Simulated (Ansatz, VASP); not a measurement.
# KBr: VASP beside Ansatz

The input INCAR:

```
SYSTEM = KBr
ALGO = Normal ; EDIFF = 1E-7
ENCUT = 520 ; GGA = PE
ISIF = 2 ; ISMEAR = 0
LASPH = .True. ; LCHARG = .False.
LREAL = .False. ; LWAVE = .False.
NBANDS = 15 ; NELM = 100
PREC = Accurate ; SIGMA = 0.01
```

File KPOINTS:

```
k-points
0
Gamma
  6 6 6
  0 0 0
```

File POSCAR:

```
KBr
1.0
    0.0000000000      3.2838823447      3.2838823447
    3.2838823447      0.0000000000      3.2838823447
    3.2838823447      3.2838823447      0.0000000000
K Br
1 1
Direct
    0.0000000000      0.0000000000      0.0000000000
    0.5000000000      0.5000000000      0.5000000000
```

Input for Ansatz:

```yaml
crystal:
  lattice:
    - [0.0, 3.2838823447, 3.2838823447]
    - [3.2838823447, 0.0, 3.2838823447]
    - [3.2838823447, 3.2838823447, 0.0]
  atoms:
    - { symbol: K, position: [0.0, 0.0, 0.0] }
    - { symbol: Br, position: [0.5, 0.5, 0.5] }
kpoints:
  mp_grid: { grid: [6, 6, 6] }
hamiltonian:
  xc: pbe
scf:
  occupations: { method: fixed }
  n_extra_bands: 4
output:
  forces: true
  stress: true
  eigenvalues: true
```

Alike in both runs: task single point; functional PBE; k mesh 6 × 6 × 6; no spin polarisation.

|  | VASP | Ansatz |
| --- | --- | --- |
| version | VASP 6.6.1 | Ansatz 0.2.0 |
| potentials or method | VASP PAW PBE potentials, release 64 (K_sv, Br) | plane waves, PAW |
| plane-wave cutoff (eV) | 520 | 420 |
| occupations | gaussian, width 0.01 eV | fixed |
| valence electrons in the cell | 16 | 16 |

```csv
,VASP,Ansatz,Ansatz less VASP
gap on the k mesh at the Fermi level (eV),4.47,4.48,+0.002
pressure (GPa),1.0,1.0,-0.04
```
